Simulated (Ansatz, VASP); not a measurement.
**One calculation of FeGe, two programs**

```
Ge Fe
1.0
     4.66349    0.00000    0.00000
     0.00000    4.66349    0.00000
     0.00000    0.00000    4.66349
Ge Fe
4 4
Direct
  0.84200 0.84200 0.84200
  0.65800 0.15800 0.34200
  0.34200 0.65800 0.15800
  0.15800 0.34200 0.65800
  0.13500 0.13500 0.13500
  0.36500 0.86500 0.63500
  0.63500 0.36500 0.86500
  0.86500 0.63500 0.36500
```

Alike in both runs: task single point; functional LDA; k mesh 4 × 4 × 4; occupations gaussian, width 0.0321 eV; no spin polarisation.

|  | VASP | Ansatz |
| --- | --- | --- |
| version | VASP 6.6.1 | Ansatz 0.2.0 |
| potentials or method | VASP PAW LDA potentials, release 64 (Ge_d, Fe), cutoff 520 eV | PAW plane waves |
| valence electrons in the cell | 88 | 120 |

```csv
,VASP,Ansatz,Ansatz less VASP
pressure (GPa),-15.1,-15.6,-0.48
rms of the force components (eV/Å),0.219,0.229,+0.0103
```

LDA's correlation is that of Perdew and Zunger in VASP and of Perdew and Wang (1992) in Ansatz. Atom by atom the forces differ by 0.016 eV/Å (rms over components). VASP's potentials hold 88 valence electrons a cell and Ansatz's 120, so a difference there can come from the potentials and not from the codes.
